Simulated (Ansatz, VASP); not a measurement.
**CuI: VASP beside Ansatz**

```
I Cu
1.0
     0.00000    3.03150    3.03150
     3.03150    0.00000    3.03150
     3.03150    3.03150    0.00000
I Cu
1 1
Cartesian
  0.0000 0.0000 0.0000
  4.5473 4.5473 4.5473
```

Alike in both runs: functional B3LYP; k mesh 4 × 4 × 4; occupations fermi-dirac, width 0.05 eV; no spin polarisation.

|  | VASP | Ansatz |
| --- | --- | --- |
| version | VASP 6.6.1 | Ansatz 0.2.0 |
| potentials or method | VASP PAW PBE potentials, release 64 (I, Cu) | Ansatz PAW |
| plane-wave cutoff (eV) | 520 | 420 |
| valence electrons in the cell | 18 | 36 |
| task | single point | band structure |

```csv
,VASP,Ansatz,Ansatz less VASP
gap on the k mesh at the Fermi level (eV),2.95,2.93,-0.018
least direct gap on the mesh (eV),2.95,2.93,-0.018
pressure (GPa),3.1,3.3,+0.12
```

VASP's potentials were made for PBE, not for B3LYP. VASP's potentials hold 18 valence electrons a cell and Ansatz's 36, so a difference there can come from the potentials and not from the codes.

The k mesh is coarse, so the values compare programs but aren't converged. Neither program's run includes spin-orbit coupling.
